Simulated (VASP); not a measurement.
**NaSnI3: relaxation of cell and atoms with PBEsol**

The system is NaSnI3.

```
Na Sn I
1.0
     5.63995    0.00000    0.00000
     0.00000    5.63995    0.00000
     0.00000    0.00000    5.63995
Na Sn I
1 1 3
Direct
  0.00000 0.00000 0.00000
  0.50000 0.50000 0.50000
  0.50000 0.50000 0.00000
  0.50000 0.00000 0.50000
  0.00000 0.50000 0.50000
```

```yaml
Program: VASP 6.6.1
Task: relaxation of cell and atoms
Functional: PBEsol
Potentials_or_basis: VASP PAW PBE potentials, release 64 (Na_pv, Sn_d, I)
Cutoff: 600 eV
k_mesh: 4 × 4 × 4
Occupations: fermi-dirac, width 0.03 eV
Spin: no spin polarisation
Dipole_correction: no
Further_INCAR_settings: ALGO = Normal; EDIFF = 1e-06; IBRION = 2; EDIFFG = -0.01; NSW = 100; ISIF = 3
```

```json
{
 "Relaxed volume": "45.67 Å³/atom",
 "Relaxed cell": "a = 6.112 Å, b = 6.112 Å, c = 6.112 Å, α = 90.00°, β = 90.00°, γ = 90.00°",
 "Space group after relaxing (to 0.1 Å)": "Pm-3m (No. 221)",
 "Energy gained by relaxing": "180.0 meV/atom",
 "Ionic steps": "3",
 "Pressure after relaxing": "0.0 GPa"
}
```

Step by step:
| step | energy change (eV) | largest force (eV/Å) | pressure (GPa) | volume (Å³) |
| --- | --- | --- | --- | --- |
| 1 | 0.0000 | 0.0000 | 7.31 | 179.40 |
| 2 | -0.8979 | 0.0000 | 0.22 | 225.34 |
| 3 | -0.8998 | 0.0000 | 0.00 | 228.36 |

Final structure:
```
Na Sn I
1.0
     6.11230    0.00000    0.00000
     0.00000    6.11230    0.00000
     0.00000    0.00000    6.11230
Na Sn I
1 1 3
Direct
  0.00000 0.00000 0.00000
  0.50000 0.50000 0.50000
  0.50000 0.50000 0.00000
  0.50000 0.00000 0.50000
  0.00000 0.50000 0.50000
```

Levels at points of the mesh, in eV from the Fermi level:
| k point | band 19 | band 20 | band 21 | band 22 | band 23 | band 24 |
| --- | --- | --- | --- | --- | --- | --- |
| (0.00, 0.00, 0.00) | -2.54 | -2.54 | -2.54 | 0.49 | 3.63 | 3.63 |
| (0.50, 0.00, 0.00) | -2.56 | -2.56 | -1.75 | 0.71 | 2.04 | 2.52 |
| (0.50, 0.50, 0.00) | -2.82 | -1.98 | -0.85 | 0.52 | 0.52 | 1.86 |
| (0.50, 0.50, 0.50) | -1.97 | -1.97 | 0.00 | 0.05 | 0.05 | 0.05 |

It took 4.3 min on 1 thread of Intel Xeon 8259CL, on a shared host, peak memory 0.37 GiB.

Caveat: the volume moved by over 15 % at a fixed basis, so the end points are rough; the PAW data sets were made with another functional, which shifts forces and pressure a little; spin-orbit coupling is left out, which moves the levels of the heavy elements.
